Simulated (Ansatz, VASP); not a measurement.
**One calculation of ZrSi3O8, two programs**

```
Zr Si O
1.0
     3.76321   -3.83092   -0.00030
     3.76321    3.83092   -0.00030
    -0.00389    0.00000    7.61559
Zr Si O
1 3 8
Direct
  0.47989 0.52011 0.00000
  0.97516 0.47606 0.73035
  0.52394 0.02484 0.26965
  0.02307 0.97693 0.50000
  0.04202 0.23986 0.60579
  0.53167 0.85769 0.09026
  0.14231 0.46833 0.90974
  0.76014 0.95798 0.39421
  0.03776 0.73934 0.63164
  0.53789 0.31486 0.20868
  0.68514 0.46211 0.79132
  0.26066 0.96224 0.36836
```

Change from the starting cell: the structure that the rattled cell fell into.

Alike in both runs: functional PBE; k mesh 4 × 4 × 4; occupations gaussian, width 0.02 eV; no spin polarisation.

Ansatz relaxed the structure, and its values are those at the end. VASP's run is a single point on that final structure, the one shown.

|  | VASP | Ansatz |
| --- | --- | --- |
| version | VASP 6.6.1 | Ansatz 0.2.0 |
| potentials or method | VASP PAW PBE potentials, release 64 (Zr_sv, Si, O), cutoff 520 eV | scalar-relativistic, plane waves, PAW |
| valence electrons in the cell | 72 | 72 |

|  | VASP | Ansatz | Ansatz less VASP |
| --- | --- | --- | --- |
| gap on the k mesh at the Fermi level (eV) | 5.18 | 5.18 | 0.000 |
| least direct gap on the mesh (eV) | 5.18 | 5.18 | 0.000 |
| pressure (GPa) | 0.1 | 0.0 | -0.13 |
| rms of the force components (eV/Å) | 0.013 | 0.001 | -0.0116 |
